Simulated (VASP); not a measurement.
# AlNi (Pm) in VASP: notebook

The runs below take AlNi through single point, with PBE.

Everything below comes from runs of VASP 6.6.1. Logs are shortened: lines on timing, memory, paths and dates and some standing lists are left out, and cuts for length are marked.

## 1. The cell of the first run

The structure is monoclinic, space group Pm (No. 6). The conventional cell has a = 2.889 Å, b = 2.889 Å, c = 2.900 Å, α = 90.00°, β = 90.00°, γ = 90.00°. Within 3.1 Å of Al (site symmetry m) lie 8 Ni at 2.36 to 2.66 Å and 6 Al at 2.89 to 2.90 Å. Within 3.1 Å of Ni (site symmetry m) lie 8 Al at 2.36 to 2.66 Å and 6 Ni at 2.89 to 2.90 Å.

## 2. Single point, PBE (atoms displaced along several vibrational modes)

File INCAR:

```
SYSTEM = AlNi
ALGO = Fast
EDIFF = 1E-6
ENCUT = 520
GGA = PE
ISIF = 2
ISMEAR = 0
LASPH = .True.
LCHARG = .False.
LREAL = .False.
LWAVE = .False.
NBANDS = 14
NELM = 60
PREC = Accurate
SIGMA = 0.15
```

File KPOINTS:

```
k-points
0
Gamma
  16 16 16
  0 0 0
```

File POSCAR:

```
AlNi
1.0
    2.0426321522     -2.0425983492      0.0000000000
    2.0426321522      2.0425983492      0.0000000000
    0.0000000000      0.0000000000      2.9004437222
Al Ni
1 1
Direct
   -0.0276941742      0.0000000000     -0.0344774833
    0.5127310980      0.5000000000      0.5158494063
```

Potentials or basis: VASP PAW PBE potentials, release 64 (Al, Ni).

Started as:

```
cat potpaw_PBE.64/Al/POTCAR potpaw_PBE.64/Ni/POTCAR > POTCAR
mpirun -np 1 vasp_std > vasp.out
```

OUTCAR:

```text
SYSTEM = AlNi
   EDIFF = 1E-6
   ENCUT = 520
   GGA = PE
   ISIF = 2
   ISMEAR = 0
   LASPH = .True.
   LREAL = .False.
   NELM = 60
   PREC = Accurate

 ion  position               nearest neighbor table
   1  0.972  0.000  0.966-   2 2.36   2 2.36   2 2.49   2 2.49   2 2.53   2 2.53   2 2.66   2 2.66

   2  0.513  0.500  0.516-   1 2.36   1 2.36   1 2.49   1 2.49   1 2.53   1 2.53   1 2.66   1 2.66

  LATTYP: Found a base centered orthorhombic cell.
 ALAT       =     4.0851966984
 B/A-ratio  =     1.0000165490
 C/A-ratio  =     0.7099887561

  Lattice vectors:

 A1 = (  -2.0426321522,  -2.0425983492,   0.0000000000)
 A2 = (   2.0426321522,  -2.0425983492,   0.0000000000)
 A3 = (   0.0000000000,   0.0000000000,   2.9004437222)

Analysis of symmetry for initial positions (statically):
=====================================================================
 Subroutine PRICEL returns:
 Original cell was already a primitive cell.

 Routine SETGRP: Setting up the symmetry group for a
 base centered orthorhombic supercell.

 Subroutine GETGRP returns: Found  1 space group operations
 (whereof  1 operations were pure point group operations)
 out of a pool of  8 trial point group operations.

The static configuration has the point symmetry C_1 .

Analysis of symmetry for dynamics (positions and initial velocities):
=====================================================================
 Subroutine PRICEL returns:
 Original cell was already a primitive cell.

 Routine SETGRP: Setting up the symmetry group for a
 base centered orthorhombic supercell.

 Subroutine GETGRP returns: Found  1 space group operations
 (whereof  1 operations were pure point group operations)
 out of a pool of  8 trial point group operations.

The dynamic configuration has the point symmetry C_1 .

 Subroutine INISYM returns: Found  1 space group operations
 (whereof  1 operations are pure point group operations),
 and found     1 'primitive' translations

----------------------------------------------------------------------------------------

                                     Primitive cell

  volume of cell :      24.2029

  direct lattice vectors                    reciprocal lattice vectors
     2.042632152 -2.042598349  0.000000000     0.244782204 -0.244786255  0.000000000
     2.042632152  2.042598349  0.000000000     0.244782204  0.244786255  0.000000000
     0.000000000  0.000000000  2.900443722     0.000000000  0.000000000  0.344774833

  length of vectors
     2.888694190  2.888694190  2.900443722     0.346177177  0.346177177  0.344774833
[... 94 lines left out ...]
   EMIN   =  10.00;   EMAX   =-10.00  energy-range for DOS
   EFERMI =   0.00;   METHOD = LEGACY
   ISMEAR =     0;   SIGMA  =   0.15  broadening in eV -4-tet -1-fermi 0-gaus
   EFERMI_NEDOS =   21; number of points for ismear=-14 and -15
   IALGO  =     68    algorithm
   IMIX   =      4    mixing-type and parameters
     AMIX     =   0.40;   BMIX     =  1.00
     AMIX_MAG =   1.60;   BMIX_MAG =  1.00
  volume/ion in A,a.u.               =      12.10        81.66
  Fermi-wavevector in a.u.,A,eV,Ry     =   1.330761  2.514774 24.094898  1.770925
  Thomas-Fermi vector in A             =   2.459823
   LORBIT       =      0    0 simple, 1 ext, 2 COOP (PROOUT), +10 PAW based schemes
   GGA     = PE    functional components
   LHFCALC =     F    Hartree Fock is set to
   AEXX    =    0.0000 exact exchange contribution
   IVDW    =     0    specifies the selected vdW correction
   LEPSILON=     F    determine dielectric tensor
   LRPA    =     F    only Hartree local field effects (RPA)
 non-spin polarized calculation
 RMM-DIIS sequential band-by-band and
 Gauss-broadening in eV      SIGMA  =   0.15
  energy-cutoff  :      520.00
  volume of cell :       24.20
 maximum number of plane-waves:       672
 NGX is ok and might be reduce to    24
   NGX = 11   NGY = 11   NGZ = 11

 number of electron      13.0000001 magnetization

 Free energy of the ion-electron system (eV)
  ---------------------------------------------------
  ext. energy  EPLUGINS =         0.00000000
  ---------------------------------------------------
  free energy    TOTEN  =       -10.44111851 eV

  energy without entropy =      -10.43236801  energy(sigma->0) =      -10.43674326

 E-fermi :   9.8573     XC(G=0): -11.9811

 val. band max:        9.8563600138   @ k =   0.5000  -0.4375   0.3125
 cond. band min:       9.8576858333   @ k =  -0.1875   0.3750  -0.1875
 fundamental gap:      0.0013258196
 Fermi energy:         9.8572899053

 k-point     1 :       0.0000    0.0000    0.0000
  band No.  band energies     occupation
      1      -1.1795      2.00000
      2       6.6513      2.00000
      3       6.6675      2.00000
      4       8.2899      2.00000
      5       8.3258      2.00000
      6       8.3393      2.00000
      7      15.2375      0.00000
      8      15.3725      0.00000
      9      15.3929      0.00000
     10      17.9760      0.00000
     11      18.0112      0.00000
     12      23.1740      0.00000
     13      30.3585      0.00000
     14      30.4154      0.00000
[... 377 lines left out ...]
      1       0.0191      2.00000
      2       6.3051      2.00000
      3       6.8932      2.00000
      4       7.8983      2.00000
      5       7.9482      2.00000
      6       8.3406      2.00000
      7      10.7372      0.00000
      8      15.8299      0.00000
      9      16.8050      0.00000
     10      18.6461      0.00000
     11      21.7009      0.00000
     12      24.5256      0.00000
     13      25.2851      0.00000
     14      27.5890      0.00000

 [... further k-points ...]

------------------------ aborting loop because EDIFF is reached ----------------------------------------

  FORCE on cell =-STRESS in cart. coord.  units (eV):
  Direction    XX          YY          ZZ          XY          YZ          ZX
  --------------------------------------------------------------------------------------
  -------------------------------------------------------------------------------------
  Total        0.3968473      0.3974463      0.2389504      0.0553190     -0.2525599      0.2525343
  in kB       26.2703819     26.3100394     15.8179692      3.6619894    -16.7188895     16.7171942
  external PRESSURE =      22.7994635 kB  Pullay stress =       0.0000000 kB

 VOLUME and BASIS-vectors are now :
 -----------------------------------------------------------------------------
  energy-cutoff  :      520.00
  volume of cell :       24.20
      direct lattice vectors                 reciprocal lattice vectors
     2.042632152 -2.042598349  0.000000000     0.244782204 -0.244786255  0.000000000
     2.042632152  2.042598349  0.000000000     0.244782204  0.244786255  0.000000000
     0.000000000  0.000000000  2.900443722     0.000000000  0.000000000  0.344774833

 POSITION                                       TOTAL-FORCE (eV/Angst)
 -----------------------------------------------------------------------------------
      1.98606     -1.98603      2.80044         0.504553     -0.504622      0.872332
      2.06864     -0.02600      1.49619        -0.504553      0.504622     -0.872332
 -----------------------------------------------------------------------------------
    total drift:                               -0.000019      0.000018     -0.000120

  FREE ENERGIE OF THE ION-ELECTRON SYSTEM (eV)
  ---------------------------------------------------
  free  energy   TOTEN  =       -10.4411185057 eV

  energy  without entropy=      -10.4323680135  energy(sigma->0) =      -10.43674326
```

stdout:

```text
POSCAR found type information on POSCAR AlNi
 POSCAR found :  2 types and       2 ions
 scaLAPACK will be used
 LDA part: xc-table for (Slater+PW92), standard interpolation
 POSCAR, INCAR and KPOINTS ok, starting setup
 FFT: planning ... GRIDC
 FFT: planning ... GRID_SOFT
 FFT: planning ... GRID
 WAVECAR not read
 entering main loop
WARNING in EDDRMM: call to ZHEGV failed, returncode =   8  4     14
WARNING in EDDRMM: call to ZHEGV failed, returncode =   8  4     14
WARNING in EDDRMM: call to ZHEGV failed, returncode =   8  4     13
WARNING in EDDRMM: call to ZHEGV failed, returncode =   6  3     13
WARNING in EDDRMM: call to ZHEGV failed, returncode =   8  4     13
WARNING in EDDRMM: call to ZHEGV failed, returncode =   8  4     14
WARNING in EDDRMM: call to ZHEGV failed, returncode =   6  3     14
WARNING in EDDRMM: call to ZHEGV failed, returncode =   8  4     14
```

Wall time 3.5 min (1 thread of Intel Xeon 6975P-C (Granite Rapids), shared host); peak memory 0.76 GiB.

What came out:

```yaml
Free_energy: -10.4411 eV
Pressure: 2.3 GPa
Largest_force: 1.127 eV/Å
Band_gap_on_the_k_mesh: zero (an odd number of electrons rules out a gap without spin polarisation)
```

Forces on the atoms (eV/Å):
```
Al   0.505 -0.505  0.872
Ni  -0.505  0.505 -0.872
```

Caveat: the cell differs from its parent crystal (atoms displaced along several vibrational modes); forces of over 1 eV/Å act on the atoms, so gaps and moduli don't describe the material at rest.

## 3. Single point, PBE (atoms displaced along several vibrational modes)

File INCAR:

```
  PREC = Accurate
  ENCUT = 520
  EDIFF = 1E-6
  ISMEAR = 0
  SIGMA = 0.15
  LREAL = False
  LASPH = True
  NELM = 80
  ALGO = Fast
  ISIF = 2
  LWAVE = False
  LCHARG = False
  GGA = PE
  NBANDS = 14
```

File KPOINTS:

```
Automatic mesh
0
Gamma
  16 16 16
```

File POSCAR:

```
AlNi
1.0
    2.0426321522     -2.0425983492      0.0000000000
    2.0426321522      2.0425983492      0.0000000000
    0.0000000000      0.0000000000      2.9004437222
Al Ni
1 1
Direct
   -0.0276941742      0.0000000000     -0.0206864900
    0.5127310980      0.5000000000      0.5095096438
```

Potentials or basis: VASP PAW PBE potentials, release 64 (Al, Ni).

Started as:

```
cat potpaw_PBE.64/Al/POTCAR potpaw_PBE.64/Ni/POTCAR > POTCAR
mpirun -np 1 vasp_std > vasp.out
```

It took 3.4 min on 1 thread of Intel Xeon 6975P-C (Granite Rapids), shared host; peak memory 0.76 GiB.

It converged, with:

| Quantity | Value |
| --- | --- |
| Free energy | -10.4818 eV |
| Pressure | 1.3 GPa |
| Largest force | 0.860 eV/Å |
| Band gap on the k mesh | zero (an odd number of electrons rules out a gap without spin polarisation) |

Forces in eV/Å, atoms in the order of the input:
```
Al   0.483 -0.483  0.523
Ni  -0.483  0.483 -0.523
```

Stress tensor (GPa, compression positive):
```
 1.45  0.33  1.01
 0.33  1.45 -1.01
 1.01 -1.01  1.09
```

Levels at points of the mesh, in eV from the Fermi level:
| k point | band 4 | band 5 | band 6 | band 7 | band 8 | band 9 | band 10 | band 11 |
| --- | --- | --- | --- | --- | --- | --- | --- | --- |
| (0.00, 0.00, 0.00) | -1.55 | -1.53 | -1.51 | 5.37 | 5.51 | 5.52 | 8.10 | 8.13 |
| (0.50, 0.00, 0.00) | -2.22 | -2.21 | -1.45 | -0.63 | 8.31 | 9.84 | 9.95 | 10.73 |
| (0.00, 0.50, 0.00) | -2.25 | -2.21 | -1.44 | -0.64 | 8.30 | 9.92 | 10.08 | 10.65 |
| (0.50, 0.50, 0.00) | -2.77 | -2.05 | -2.03 | -1.00 | 1.48 | 2.42 | 12.13 | 14.62 |
| (0.00, 0.00, 0.50) | -2.22 | -2.20 | -1.44 | -0.67 | 8.30 | 9.96 | 10.01 | 10.74 |
| (0.50, 0.00, 0.50) | -2.74 | -2.06 | -2.04 | -1.01 | 1.45 | 2.38 | 12.21 | 14.97 |
| (0.00, 0.50, 0.50) | -2.85 | -2.01 | -2.00 | -1.01 | 1.44 | 2.38 | 12.24 | 14.58 |
| (0.50, 0.50, 0.50) | -0.99 | -0.97 | 1.96 | 1.98 | 2.03 | 3.42 | 4.41 | 4.44 |

Caveat: the cell differs from its parent crystal (atoms displaced along several vibrational modes). Spin polarisation is off, so any magnetic state and its effect on volume and gap are missing.

## 4. Single point, PBE (atoms displaced along several vibrational modes)

File INCAR:

```
SYSTEM = AlNi
PREC = Accurate ; ENCUT = 520
EDIFF = 1E-6 ; ISMEAR = 0
SIGMA = 0.15 ; LREAL = .False.
LASPH = .True. ; NELM = 60
ALGO = Fast ; ISIF = 2
LWAVE = .False. ; LCHARG = .False.
GGA = PE ; NBANDS = 14
```

File KPOINTS:

```
Automatic mesh
0
Gamma
  16 16 16
  0 0 0
```

File POSCAR:

```
AlNi
1.0
    2.0426321522     -2.0425983492      0.0000000000
    2.0426321522      2.0425983492      0.0000000000
    0.0000000000      0.0000000000      2.9004437222
Al Ni
1 1
Direct
   -0.0276941742      0.0000000000     -0.0275819866
    0.5127310980      0.5000000000      0.5126795250
```

Started as:

```
cat potpaw_PBE.64/Al/POTCAR potpaw_PBE.64/Ni/POTCAR > POTCAR
mpirun -np 1 vasp_std > vasp.out
```

Run time: 4.8 min. Hardware: 1 thread of Intel Xeon Platinum 8488C (Sapphire Rapids), shared host; peak memory 0.77 GiB.

Results (log left out):

- Free energy: -10.4640 eV
- Pressure: 1.8 GPa
- Largest force: 0.986 eV/Å
- Band gap on the k mesh: zero (an odd number of electrons rules out a gap without spin polarisation)

Forces on the atoms (eV/Å):
```
Al   0.492 -0.492  0.698
Ni  -0.492  0.492 -0.698
```

Stress tensor (GPa, compression positive):
```
 1.98  0.35  1.34
 0.35  1.98 -1.34
 1.34 -1.34  1.32
```

Levels at points of the mesh, in eV from the Fermi level:
```csv
k point,band 4,band 5,band 6,band 7,band 8,band 9,band 10,band 11
"(0.00, 0.00, 0.00)",-1.56,-1.53,-1.52,5.37,5.51,5.53,8.11,8.14
"(0.50, 0.00, 0.00)",-2.22,-2.22,-1.46,-0.63,8.32,9.86,9.95,10.70
"(0.00, 0.50, 0.00)",-2.25,-2.22,-1.45,-0.65,8.30,9.95,10.09,10.61
"(0.50, 0.50, 0.00)",-2.78,-2.03,-2.01,-1.01,1.48,2.41,12.15,14.49
"(0.00, 0.00, 0.50)",-2.22,-2.20,-1.45,-0.66,8.32,9.94,9.98,10.78
"(0.50, 0.00, 0.50)",-2.71,-2.07,-2.04,-1.01,1.45,2.38,12.22,14.94
"(0.00, 0.50, 0.50)",-2.81,-2.02,-2.00,-1.02,1.44,2.38,12.25,14.57
"(0.50, 0.50, 0.50)",-0.99,-0.98,1.94,1.98,2.02,3.39,4.41,4.46
```

Caveat: the cell differs from its parent crystal (atoms displaced along several vibrational modes).

## 5. Summary

```tsv
cell	gap on the mesh (eV)	pressure (GPa)	largest force (eV/Å)
as given, atomic positions A	none	2.3	1.13
as given, atomic positions B	none	1.3	0.86
as given, atomic positions C	none	1.8	0.99
```

Alike in all rows: task single point; level PBE; potentials or basis VASP PAW PBE potentials, release 64 (Al, Ni); no spin polarisation; k mesh 16 × 16 × 16; cutoff (eV) 520; smearing gaussian 0.15 eV.

Caveats: forces of over 1 eV/Å act on the atoms, so gaps and moduli don't describe the material at rest (at least some runs).

Total energies depend on the potentials used, so only differences within one code and one set of settings carry meaning.
